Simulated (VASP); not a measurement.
Input of a VASP 6.6.1 run:

INCAR

```
PREC     = Accurate       # precision mode
ENCUT    = 520            # plane-wave cutoff, eV
EDIFF    = 1E-7           # SCF threshold, eV
ISMEAR   = -1             # smearing method
SIGMA    = 0.15           # smearing width, eV
LREAL    = False          # projectors in reciprocal space
LASPH    = True           # aspherical terms in the spheres
NELM     = 100            # most SCF steps
ALGO     = Fast           # electronic algorithm
ISIF     = 2              # what is computed and relaxed
LWAVE    = False          # write WAVECAR
LCHARG   = False          # write CHGCAR
NBANDS   = 35             # bands
```

KPOINTS

```
Automatic mesh
0
Gamma
  10 10 10
```

POSCAR

```
Ta2Si
1.0
   -3.0467380325      3.0467380325      2.5052582537
    3.0467380325     -3.0467380325      2.5052582537
    3.0467380325      3.0467380325     -2.5052582537
Ta Si
4 2
Direct
    0.6624259646      0.8375740354      0.5000000000
    0.8375740354      0.3375740354      0.1751480709
    0.3375740354      0.1624259646      0.5000000000
    0.1624259646      0.6624259646      0.8248519291
    0.2500000000      0.2500000000      0.0000000000
    0.7500000000      0.7500000000      0.0000000000
```

Potentials or basis: VASP PAW LDA potentials, release 64 (Ta_pv, Si).

Launch:

```bash
$ cat potpaw_LDA.64/Ta_pv/POTCAR potpaw_LDA.64/Si/POTCAR > POTCAR
$ mpirun -np 1 vasp_std > vasp.out
```

**Question.** Predict the band gap on the k mesh.

**Answer.** Zero (band 26 reaches 8.14 eV, above the bottom of band 27 at 7.38 eV).

**Question.** What does it give for the largest force?

**Answer.** 0.007 eV/Å.

Forces in eV/Å, atoms in the order of the input:
```
Ta   0.005 -0.005  0.000
Ta   0.005  0.005  0.000
Ta  -0.005  0.005  0.000
Ta  -0.005 -0.005  0.000
Si   0.000  0.000  0.000
Si   0.000  0.000  0.000
```

Caveat: spin-orbit coupling is left out, which moves the levels of the heavy elements.
